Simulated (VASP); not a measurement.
A run of VASP 6.6.1 is set up as follows.

File INCAR:

```
SYSTEM = Tl
ALGO = Normal ; EDIFF = 1E-6
EDIFFG = -0.005 ; ENCUT = 600
GGA = PE ; IBRION = 2
ISIF = 3 ; ISMEAR = -1
LASPH = .TRUE. ; LCHARG = .FALSE.
LREAL = .FALSE. ; LWAVE = .FALSE.
NELM = 80 ; NSW = 32
PREC = Accurate ; PSTRESS = 2300.0
SIGMA = 0.1
```

File KPOINTS:

```
k-points
0
G
  13 13 13
  0 0 0
```

POSCAR

```
Tl
1.0
    0.0000000000      2.5365590511      2.5365590511
    2.5365590511      0.0000000000      2.5365590511
    2.5365590511      2.5365590511      0.0000000000
Tl
2
Direct
   -0.1250000000     -0.1250000000     -0.1250000000
    0.1250000000      0.1250000000      0.1250000000
```

Potentials or basis: VASP PAW PBE potentials, release 64 (Tl_d).

Command:

```sh
$ cat potpaw_PBE.64/Tl_d/POTCAR > POTCAR
$ mpirun -np 1 vasp_std > vasp.out
```

Task: Predict the relaxed cell.

Result: a = 3.590 Å, b = 3.590 Å, c = 3.590 Å, α = 60.00°, β = 60.00°, γ = 60.00°.

Task: Estimate the space group after relaxing (to 0.1 Å).

Result: Fd-3m (No. 227).

Task: Predict the band gap on the k mesh.

Result: Zero (bands 13 and 14 overlap by 9.70 eV).

Task: Estimate the relaxed volume.

Result: 16.36 Å³/atom.

Final structure:
```
Tl
1.0
     0.00000    2.53837    2.53837
     2.53837    0.00000    2.53837
     2.53837    2.53837    0.00000
Tl
2
Direct
  0.87500 0.87500 0.87500
  0.12500 0.12500 0.12500
```

Caveat: the cell is relaxed towards a set pressure, so the run minimises the enthalpy, not the energy; spin-orbit coupling is left out, which moves the levels of the heavy elements.
